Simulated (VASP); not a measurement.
## MgO: single point with PBE

MgO:

```
Mg O
1.0
     3.39807    0.00000    0.00000
    -1.69904    2.94282    0.00000
     0.00000    0.00000    4.53614
Mg O
2 2
Direct
  0.67788 0.33333 0.75000
  0.34455 0.66667 0.25000
  0.64963 0.33333 0.25000
  0.31629 0.66667 0.75000
```

This cell differs from its parent crystal: atoms displaced along a vibrational mode, the cell strained.

```json
{
 "Program": "VASP 6.6.1",
 "Task": "single point",
 "Functional": "PBE",
 "Potentials or basis": "VASP PAW PBE potentials, release 64 (Mg, O)",
 "Cutoff": "520 eV",
 "k mesh": "9 × 9 × 6",
 "Occupations": "gaussian, width 0.05 eV",
 "Spin": "no spin polarisation",
 "Dipole correction": "no",
 "Further INCAR settings": "ALGO = Normal; EDIFF = 1e-06; NBANDS = 16"
}
```

```yaml
Pressure: 3.1 GPa
Largest_force: 1.193 eV/Å
Band_gap_on_the_k_mesh: 3.15 eV
```

Forces on the atoms (eV/Å):
```
Mg  -1.177 -0.193  0.000
Mg  -1.177  0.193  0.000
O    1.177 -0.195  0.000
O    1.177  0.195  0.000
```

Stress tensor (GPa, compression positive):
```
 8.88  0.00  0.00
 0.00  7.70  0.00
 0.00  0.00 -7.32
```

Levels at points of the mesh, in eV from the valence-band top:
| k point | band 4 | band 5 | band 6 | band 7 | band 8 | band 9 | band 10 | band 11 | band 12 | band 13 |
| --- | --- | --- | --- | --- | --- | --- | --- | --- | --- | --- |
| (0.00, 0.00, 0.00) | -1.64 | -1.63 | -0.98 | -0.98 | 0.00 | 3.15 | 8.86 | 10.98 | 13.02 | 13.04 |
| (0.00, 0.00, 0.50) | -2.43 | -1.40 | -1.40 | -1.23 | -1.23 | 6.09 | 6.09 | 13.31 | 13.31 | 13.41 |

It took 35 s on 1 thread of Intel(R) Xeon(R) Platinum 8488C (Sapphire Rapids), with other jobs on the host, peak memory 0.22 GiB.

Caveat: the cell differs from its parent crystal (atoms displaced along a vibrational mode, the cell strained); the cell stands under pressure; forces of over 1 eV/Å act on the atoms, so gaps and moduli don't describe the material at rest.
